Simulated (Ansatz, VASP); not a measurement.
## Two plane-wave programs on SnTe

The input INCAR:

```
PREC = Accurate ; ENCUT = 520
EDIFF = 1E-6 ; ISMEAR = 0
SIGMA = 0.1 ; LREAL = F
LASPH = T ; NELM = 60
ALGO = Normal ; ISIF = 2
LWAVE = F ; LCHARG = T
GGA = PE ; LELF = T
LVHAR = T ; NBANDS = 17
```

File KPOINTS:

```
Automatic mesh
0
Gamma
  6 6 6
```

File POSCAR:

```
SnTe
1.0
    0.0000000000      3.1565001000      3.1565001000
    3.1565001000      0.0000000000      3.1565001000
    3.1565001000      3.1565001000      0.0000000000
Sn Te
1 1
Direct
    0.0000000000      0.0000000000      0.0000000000
    0.5000000000      0.5000000000      0.5000000000
```

Input for Ansatz:

```yaml
crystal:
  lattice:
    - [0.0, 3.1565001, 3.1565001]
    - [3.1565001, 0.0, 3.1565001]
    - [3.1565001, 3.1565001, 0.0]
  atoms:
    - { symbol: Sn, position: [0.0, 0.0, 0.0] }
    - { symbol: Te, position: [0.5, 0.5, 0.5] }
basis:
  ecutwfc: 420
kpoints:
  mp_grid: { grid: [6, 6, 6] }
hamiltonian:
  xc: pbe
scf:
  occupations: { method: gaussian, width: 0.1 }
  lower_state_search: "off"
output:
  forces: true
  stress: true
  eigenvalues: true
```

Alike in both runs: task single point; functional PBE; k mesh 6 × 6 × 6; occupations gaussian, width 0.1 eV; no spin polarisation.

|  | VASP | Ansatz |
| --- | --- | --- |
| version | VASP 6.6.1 | Ansatz 0.2.0 |
| potentials or method | VASP PAW PBE potentials, release 64 (Sn_d, Te), cutoff 520 eV | scalar-relativistic, plane waves, PAW |
| valence electrons in the cell | 20 | 30 |

|  | VASP | Ansatz | Ansatz less VASP |
| --- | --- | --- | --- |
| gap on the k mesh at the Fermi level (eV) | 0.08 | 0.08 | 0.000 |
| least direct gap on the mesh (eV) | 0.08 | 0.08 | 0.000 |
| pressure (GPa) | 2.0 | 2.0 | +0.06 |

The functional is the same, so the differences come from potentials, cutoffs and numerics. VASP's potentials hold 20 valence electrons a cell and Ansatz's 30, so a difference there can come from the potentials and not from the codes.

Spin-orbit coupling is off throughout.
